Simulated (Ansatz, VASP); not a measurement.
**One calculation of MgO, two programs**

```
Mg O
1.0
     3.28883    0.00000    0.00000
    -1.64441    2.84821    0.00000
     0.00000    0.00000    5.03226
Mg O
2 2
Direct
  0.33950 0.66835 0.01411
  0.67283 0.33502 0.51411
  0.32717 0.66498 0.39049
  0.66050 0.33165 0.89049
```

Change from the starting cell: all O atoms moved 0.1 Å in one direction.

Alike in both runs: task single point; functional r2SCAN; k mesh 6 × 6 × 4; occupations gaussian, width 0.05 eV; no spin polarisation.

|  | VASP | Ansatz |
| --- | --- | --- |
| version | VASP 6.6.1 | Ansatz 0.2.0 |
| potentials or method | VASP PAW PBE potentials, release 64 (Mg, O), cutoff 520 eV | scalar-relativistic, plane waves, PAW |
| valence electrons in the cell | 16 | 32 |

```tsv
	VASP	Ansatz	Ansatz less VASP
gap on the k mesh at the Fermi level (eV)	4.33	4.34	+0.013
least direct gap on the mesh (eV)	4.33	4.34	+0.013
pressure (GPa)	0.8	1.3	+0.51
traceless stress, the component that is largest in VASP (GPa)	7.90	7.71	-0.194
rms of the force components (eV/Å)	0.547	0.538	-0.0087
```

VASP's potentials were made for PBE, not for r2SCAN. Atom by atom the forces differ by 0.009 eV/Å (rms over components). VASP's potentials hold 16 valence electrons a cell and Ansatz's 32, so a difference there can come from the potentials and not from the codes.
